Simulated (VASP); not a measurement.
# WSe3 (P6/mmm) in VASP: further runs

Runs on WSe3. Level: PBE. Tasks: single point, relaxation of cell and atoms.

Program: VASP 6.6.1. These are calculated values, not measurements. Logs are shortened: lines on timing, memory, paths and dates and some standing lists are left out, and cuts for length are marked.

## 1. The cell of the first run

The structure is hexagonal, space group P6/mmm (No. 191). The conventional cell has a = 2.845 Å, b = 2.845 Å, c = 12.260 Å, α = 90.00°, β = 90.00°, γ = 120.00°. Within 3.4 Å of W (site symmetry 6/mmm) lie 2 Se at 2.56 Å and 6 W at 2.85 Å. Se (site symmetry 6mm) has 1 W at 2.56 Å and 6 Se at 2.85 Å within 3.4 Å. Se (site symmetry 6/mmm) has 8 Se at 2.85 to 3.57 Å within 3.7 Å.

The cell was generated, and may not be a known phase.

## 2. Single point, PBE, collinear spin

Contents of INCAR:

```
PREC = Accurate
ENCUT = 520
EDIFF = 1E-6
ISMEAR = 0
SIGMA = 0.1
LREAL = F
LASPH = T
NELM = 150
ALGO = Normal
ISIF = 2
LWAVE = F
LCHARG = F
ISPIN = 2
MAGMOM = 0.21 0.01 0.01 0.03
LORBIT = 11
LMAXMIX = 4
GGA = PE
NBANDS = 28
```

Contents of KPOINTS:

```
Automatic mesh
0
Gamma
  6 6 2
```

Contents of POSCAR:

```
WSe3
1.0
    2.8452509285      0.0000000000      0.0000000000
   -1.4226254642      2.4640595842      0.0000000000
    0.0000000000      0.0000000000     12.2595455918
W Se
1 3
Direct
    0.0000000000      0.0000000000      0.5000000000
    1.0000000000      0.0000000000      0.7091711587
    0.0000000000      0.0000000000      0.2908288413
    1.0000000000      0.0000000000      0.0000000000
```

Potentials or basis: VASP PAW PBE potentials, release 64 (W_sv, Se).

On the command line:

```console
> cat potpaw_PBE.64/W_sv/POTCAR potpaw_PBE.64/Se/POTCAR > POTCAR
> mpirun -np 1 vasp_std > vasp.out
```

OUTCAR:

```text
PREC = Accurate
   ENCUT = 520
   EDIFF = 1E-6
   ISMEAR = 0
   LREAL = F
   LASPH = T
   NELM = 150
   ISIF = 2
   ISPIN = 2
   LORBIT = 11
   GGA = PE

 ion  position               nearest neighbor table
   1  0.000  0.000  0.500-   2 2.56   3 2.56
   2  0.000  0.000  0.709-   1 2.56
   3  0.000  0.000  0.291-   1 2.56
   4  0.000  0.000  0.000-

  LATTYP: Found a hexagonal cell.
 ALAT       =     2.8452509285
 C/A-ratio  =     4.3087748321

  Lattice vectors:

 A1 = (   2.8452509285,   0.0000000000,   0.0000000000)
 A2 = (  -1.4226254642,   2.4640595842,   0.0000000000)
 A3 = (   0.0000000000,   0.0000000000,  12.2595455918)

Analysis of symmetry for initial positions (statically):
=====================================================================
 Subroutine PRICEL returns:
 Original cell was already a primitive cell.

 Routine SETGRP: Setting up the symmetry group for a
 hexagonal supercell.

 Subroutine GETGRP returns: Found 24 space group operations
 (whereof 24 operations were pure point group operations)
 out of a pool of 24 trial point group operations.

The static configuration has the point symmetry D_6h.

Analysis of symmetry for dynamics (positions and initial velocities):
=====================================================================
 Subroutine PRICEL returns:
 Original cell was already a primitive cell.

 Routine SETGRP: Setting up the symmetry group for a
 hexagonal supercell.

 Subroutine GETGRP returns: Found 24 space group operations
 (whereof 24 operations were pure point group operations)
 out of a pool of 24 trial point group operations.

The dynamic configuration has the point symmetry D_6h.

Analysis of structural, dynamic, and magnetic symmetry:
=====================================================================
 Subroutine PRICEL returns:
 Original cell was already a primitive cell.

 Routine SETGRP: Setting up the symmetry group for a
 hexagonal supercell.

 Subroutine GETGRP returns: Found 24 space group operations
 (whereof 24 operations were pure point group operations)
 out of a pool of 24 trial point group operations.

The overall configuration has the point symmetry D_6h.

 Subroutine INISYM returns: Found 24 space group operations
 (whereof 24 operations are pure point group operations),
 and found     1 'primitive' translations

----------------------------------------------------------------------------------------

                                     Primitive cell

  volume of cell :      85.9501

  direct lattice vectors                    reciprocal lattice vectors
     2.845250929  0.000000000  0.000000000     0.351462850  0.202917171  0.000000000
    -1.422625464  2.464059584  0.000000000     0.000000000  0.405834342  0.000000000
     0.000000000  0.000000000 12.259545592     0.000000000  0.000000000  0.081569092

  length of vectors
     2.845250929  2.845250928 12.259545592     0.405834342  0.405834342  0.081569092

  position of ions in fractional coordinates (direct lattice)
     0.000000000  0.000000000  0.500000000
     0.000000000  0.000000000  0.709171159
     0.000000000  0.000000000  0.290828841
     0.000000000  0.000000000  0.000000000

  ion indices of the primitive-cell ions
   primitive index   ion index
                 1           1
                 2           2
                 3           3
                 4           4

----------------------------------------------------------------------------------------

 KPOINTS: Automatic mesh

Automatic generation of k-mesh.
 Grid dimensions read from file:
 generate k-points for:    6    6    2

 Generating k-lattice:

  Cartesian coordinates                     Fractional coordinates (reciprocal lattice)
     0.058577142  0.033819528  0.000000000     0.166666667  0.000000000  0.000000000
     0.000000000  0.067639057  0.000000000     0.000000000  0.166666667  0.000000000
     0.000000000  0.000000000  0.040784546     0.000000000  0.000000000  0.500000000

  Length of vectors
     0.067639057  0.067639057  0.040784546

  Shift w.r.t. Gamma in fractional coordinates (k-lattice)
     0.000000000  0.000000000  0.000000000

 Subroutine IBZKPT returns following result:
 ===========================================

 Found     14 irreducible k-points:

 Following reciprocal coordinates:
            Coordinates               Weight
  0.000000  0.000000  0.000000      1.000000
  0.166667  0.000000  0.000000      6.000000
  0.333333  0.000000  0.000000      6.000000
  0.500000  0.000000  0.000000      3.000000
  0.166667  0.166667  0.000000      6.000000
  0.333333  0.166667  0.000000     12.000000
  0.333333  0.333333  0.000000      2.000000
  0.000000  0.000000  0.500000      1.000000
  0.166667  0.000000  0.500000      6.000000
  0.333333  0.000000  0.500000      6.000000
  0.500000  0.000000  0.500000      3.000000
  0.166667  0.166667  0.500000      6.000000
  0.333333  0.166667  0.500000     12.000000
  0.333333  0.333333  0.500000      2.000000
   k-points           NKPTS =     14   k-points in BZ     NKDIM =     14   number of bands    NBANDS=     28
   number of dos      NEDOS =    301   number of ions     NIONS =      4
   total plane-waves  NPLWV =  55296
   dimension x,y,z NGX =    24 NGY =   24 NGZ =   96
   dimension x,y,z NGXF=    48 NGYF=   48 NGZF=  192
   ions per type =               1   3
   NGX,Y,Z   is equivalent  to a cutoff of  14.02, 14.02, 13.02 a.u.
   NGXF,Y,Z  is equivalent  to a cutoff of  28.05, 28.05, 26.04 a.u.
 SYSTEM =  unknown system
   PREC   = accura    normal or accurate (medium, high low for compatibility)
   ISTART =      0    job   : 0-new  1-cont  2-samecut
   ICHARG =      2    charge: 1-file 2-atom 10-const
   ISPIN  =      2    spin polarized calculation?
   LNONCOLLINEAR =      F non collinear calculations
   LSORBIT =      F    spin-orbit coupling
   LASPH  =      T    aspherical Exc in radial PAW
   ENCUT  =  520.0 eV  38.22 Ry    6.18 a.u.   5.29  5.29 22.79*2*pi/ulx,y,z
   NELM   =    150;   NELMIN=  2; NELMDL= -5     # of ELM steps
   EDIFF  = 0.1E-05   stopping-criterion for ELM
   LREAL  =      F    real-space projection
   EDIFFG = 0.1E-04   stopping-criterion for IOM
   NSW    =      0    number of steps for IOM
   IBRION =     -1    ionic relax: 0-MD 1-quasi-New 2-CG
   NFREE  =      0    steps in history (QN), initial steepest desc. (CG)
   ISIF   =      2    stress and relaxation
   ISYM   =      2    0-nonsym 1-usesym 2-fastsym
   POTIM  = 0.5000    time-step for ionic-motion
   TEBEG  =    0.0;   TEEND  =   0.0 temperature during run
   PSTRESS=    0.0 pullay stress
   NELECT =      32.0000    total number of electrons
   NUPDOWN=      -1.0000    fix difference up-down
   EMIN   =  10.00;   EMAX   =-10.00  energy-range for DOS
   EFERMI =   0.00;   METHOD = LEGACY
   ISMEAR =     0;   SIGMA  =   0.10  broadening in eV -4-tet -1-fermi 0-gaus
   EFERMI_NEDOS =   21; number of points for ismear=-14 and -15
   IALGO  =     38    algorithm
   IMIX   =      4    mixing-type and parameters
     AMIX     =   0.40;   BMIX     =  1.00
     AMIX_MAG =   1.60;   BMIX_MAG =  1.00
  volume/ion in A,a.u.               =      21.49       145.00
  Fermi-wavevector in a.u.,A,eV,Ry     =   1.177722  2.225572 18.871675  1.387029
  Thomas-Fermi vector in A             =   2.314064
   LORBIT       =     11    0 simple, 1 ext, 2 COOP (PROOUT), +10 PAW based schemes
   GGA     = PE    functional components
   LHFCALC =     F    Hartree Fock is set to
   AEXX    =    0.0000 exact exchange contribution
   IVDW    =     0    specifies the selected vdW correction
   LEPSILON=     F    determine dielectric tensor
   LRPA    =     F    only Hartree local field effects (RPA)
 spin polarized calculation
 Gauss-broadening in eV      SIGMA  =   0.10
  energy-cutoff  :      520.00
  volume of cell :       85.95
 maximum number of plane-waves:      2335
 NGX is ok and might be reduce to    24
   NGX = 11   NGY = 11   NGZ = 45

 number of electron      32.0000000 magnetization       0.4493052

 Free energy of the ion-electron system (eV)
  ---------------------------------------------------
  ext. energy  EPLUGINS =         0.00000000
  ---------------------------------------------------
  free energy    TOTEN  =       -21.15925518 eV

  energy without entropy =      -21.13454612  energy(sigma->0) =      -21.14690065

 E-fermi :   5.3522     XC(G=0): -10.4557

 val. band max:        5.3293900489   @ k =   0.3333   0.0000   0.0000
 cond. band min:       5.3579818773   @ k =   0.5000   0.0000   0.0000
 fundamental gap:      0.0285918284
 Fermi energy:         5.3521684342

 spin component 1

 k-point     1 :       0.0000    0.0000    0.0000
  band No.  band energies     occupation
      1     -68.6330      1.00000
      2     -32.9876      1.00000
      3     -32.3329      1.00000
      4     -32.3329      1.00000
      5     -10.5837      1.00000
      6     -10.3671      1.00000
[... 20 lines left out ...]
     27      17.8887      0.00000
     28      18.3872      0.00000

 k-point     2 :       0.1667    0.0000    0.0000
  band No.  band energies     occupation
      1     -68.6151      1.00000
      2     -32.9556      1.00000
      3     -32.5629      1.00000
      4     -32.3863      1.00000
      5      -9.9970      1.00000
      6      -9.7866      1.00000
[... 20 lines left out ...]
     27      16.4868      0.00000
     28      16.7160      0.00000

 k-point     3 :       0.3333    0.0000    0.0000
  band No.  band energies     occupation
      1     -68.5790      1.00000
      2     -33.0035      1.00000
      3     -32.8910      1.00000
      4     -32.4915      1.00000
      5      -8.3930      1.00000
      6      -8.1809      1.00000
[... 305 lines left out ...]
      2     -33.1056      1.00000
      3     -32.8585      1.00000
      4     -32.6623      1.00000
      5      -7.1538      1.00000
      6      -6.9528      1.00000
[... 20 lines left out ...]
     27      15.3824      0.00000
     28      16.2752      0.00000

 k-point    14 :       0.3333    0.3333    0.5000
  band No.  band energies     occupation
      1     -68.5518      1.00000
      2     -32.9544      1.00000
      3     -32.9544      1.00000
      4     -32.8422      1.00000
      5      -6.3625      1.00000
      6      -6.1268      1.00000
[... 20 lines left out ...]
     27      14.2698      0.00000
     28      14.2698      0.00000
 Fermi energy:         5.3521684342

 spin component 2

 k-point     1 :       0.0000    0.0000    0.0000
  band No.  band energies     occupation
      1     -68.5267      1.00000
      2     -32.9011      1.00000
      3     -32.1812      1.00000
      4     -32.1812      1.00000
      5     -10.5742      1.00000
      6     -10.3608      1.00000
[... 20 lines left out ...]
     27      17.9118      0.00000
     28      18.4181      0.00000

 k-point     2 :       0.1667    0.0000    0.0000
  band No.  band energies     occupation
      1     -68.5090      1.00000
      2     -32.8694      1.00000
      3     -32.4069      1.00000
      4     -32.2337      1.00000
      5      -9.9878      1.00000
      6      -9.7802      1.00000
[... 20 lines left out ...]
     27      16.5504      0.00000
     28      16.7251      0.00000

 k-point     3 :       0.3333    0.0000    0.0000
  band No.  band energies     occupation
      1     -68.4735      1.00000
      2     -32.8398      1.00000
      3     -32.8056      1.00000
      4     -32.3373      1.00000
      5      -8.3842      1.00000
      6      -8.1744      1.00000
[... 306 lines left out ...]
      3     -32.7736      1.00000
      4     -32.5050      1.00000
      5      -7.1457      1.00000
      6      -6.9456      1.00000
[... 20 lines left out ...]
     27      15.4248      0.00000
     28      16.3301      0.00000

 k-point    14 :       0.3333    0.3333    0.5000
  band No.  band energies     occupation
      1     -68.4468      1.00000
      2     -32.7918      1.00000
      3     -32.7918      1.00000
      4     -32.7575      1.00000
      5      -6.3546      1.00000
      6      -6.1199      1.00000
[... 20 lines left out ...]
     27      14.3452      0.00000
     28      14.3452      0.00000

------------------------ aborting loop because EDIFF is reached ----------------------------------------

  FORCE on cell =-STRESS in cart. coord.  units (eV):
  Direction    XX          YY          ZZ          XY          YZ          ZX
  --------------------------------------------------------------------------------------
  -------------------------------------------------------------------------------------
  Total        0.1696933      0.1696933      0.0658461      0.0000000      0.0000000     -0.0000000
  in kB        3.1632183      3.1632183      1.2274233      0.0000000      0.0000000     -0.0000000
  external PRESSURE =       2.5179533 kB  Pullay stress =       0.0000000 kB

 VOLUME and BASIS-vectors are now :
 -----------------------------------------------------------------------------
  energy-cutoff  :      520.00
  volume of cell :       85.95
      direct lattice vectors                 reciprocal lattice vectors
     2.845250929  0.000000000  0.000000000     0.351462850  0.202917171  0.000000000
    -1.422625464  2.464059584  0.000000000     0.000000000  0.405834342  0.000000000
     0.000000000  0.000000000 12.259545592     0.000000000  0.000000000  0.081569092

 POSITION                                       TOTAL-FORCE (eV/Angst)
 -----------------------------------------------------------------------------------
      0.00000      0.00000      6.12977        -0.000000     -0.000000     -0.000000
      0.00000      0.00000      8.69412        -0.000000      0.000000      0.007949
      0.00000      0.00000      3.56543         0.000000     -0.000000     -0.007949
      0.00000      0.00000      0.00000        -0.000000     -0.000000     -0.000000
 -----------------------------------------------------------------------------------
    total drift:                                0.000000      0.000000      0.000000

  FREE ENERGIE OF THE ION-ELECTRON SYSTEM (eV)
  ---------------------------------------------------
  free  energy   TOTEN  =       -21.1592551755 eV

  energy  without entropy=      -21.1345461204  energy(sigma->0) =      -21.14690065

 total charge

# of ion       s       p       d       tot
------------------------------------------
    1        2.386   6.216   3.327  11.929
    2        1.525   2.136   0.070   3.732
    3        1.525   2.136   0.070   3.732
    4        1.530   2.068   0.047   3.646
--------------------------------------------------
tot          6.967  12.556   3.515  23.038

 magnetization (x)

# of ion       s       p       d       tot
------------------------------------------
    1        0.013   0.060   0.189   0.262
    2        0.000   0.004   0.001   0.005
    3        0.000   0.004   0.001   0.005
    4        0.000   0.022   0.000   0.023
--------------------------------------------------
tot          0.014   0.090   0.190   0.294
```

It took 62 s on 1 thread of AMD EPYC 9R45 (Zen 5), shared host; peak memory 0.25 GiB.

Results:

| Quantity | Value |
| --- | --- |
| Free energy | -21.1593 eV |
| Pressure | 0.3 GPa |
| Largest force | 0.008 eV/Å |
| Net moment | 0.45 μB per cell |
| Site moments | W +0.26; Se +0.01, +0.02 (each value once) μB |
| Valence electrons inside the program's atomic spheres | W 11.93; Se 3.73, 3.65 (each value once) |

Forces in eV/Å, atoms in the order of the input:
```
W    0.000  0.000  0.000
Se   0.000  0.000  0.008
Se   0.000  0.000 -0.008
Se   0.000  0.000  0.000
```

Stress tensor (GPa, compression positive):
```
0.32 0.00 0.00
0.00 0.32 0.00
0.00 0.00 0.12
```

Caveat: the k points lie up to 0.42 Å⁻¹ apart; a moment this small can come from the mesh or the smearing; spin-orbit coupling is left out, which moves the levels of the heavy elements; this functional lacks dispersion, which binds layers or chains, so the pressure and a relaxed spacing across them are unreliable.

[end of part 1 of 2]
